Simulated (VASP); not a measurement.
Write the native input for VASP 6.6.1 that does the following.

* Task: single point
* Functional: PBE
* Potentials or basis: VASP PAW PBE potentials, release 64 (K_sv, Br)
* Cutoff: 520 eV
* k mesh: 8 × 8 × 8
* Occupations: fermi-dirac, width 0.1 eV
* Spin: no spin polarisation
* Dipole correction: no
* Further INCAR settings: ALGO = Normal; EDIFF = 1e-07; NBANDS = 15

The structure of KBr (rock salt type) lies in POSCAR:

```
KBr
1.0
    0.0000000000      3.3500000000      3.3500000000
    3.3500000000      0.0000000000      3.3500000000
    3.3500000000      3.3500000000      0.0000000000
K Br
1 1
Direct
    0.0000000000      0.0000000000      0.0000000000
    0.5000000000      0.5000000000      0.5000000000
```

The input as run:

INCAR

```
SYSTEM = KBr
PREC = Accurate
ENCUT = 520
EDIFF = 1E-7
ISMEAR = -1
SIGMA = 0.1
LREAL = .False.
LASPH = .True.
NELM = 80
ALGO = Normal
ISIF = 2
LWAVE = .False.
LCHARG = .False.
GGA = PE
NBANDS = 15
```

KPOINTS

```
regular mesh
0
Gamma
  8 8 8
  0 0 0
```

Potentials or basis: VASP PAW PBE potentials, release 64 (K_sv, Br).

The run is started by

```sh
$ cat potpaw_PBE.64/K_sv/POTCAR potpaw_PBE.64/Br/POTCAR > POTCAR
$ mpirun -np 1 vasp_std > vasp.out
```

It gave:

```json
{"Pressure": "0.1 GPa", "Band gap on the k mesh": "4.32 eV"}
```

Run time: 13 s on 1 thread of Intel(R) Xeon(R) 6975P-C (Granite Rapids) (shared host), peak memory 0.22 GiB.
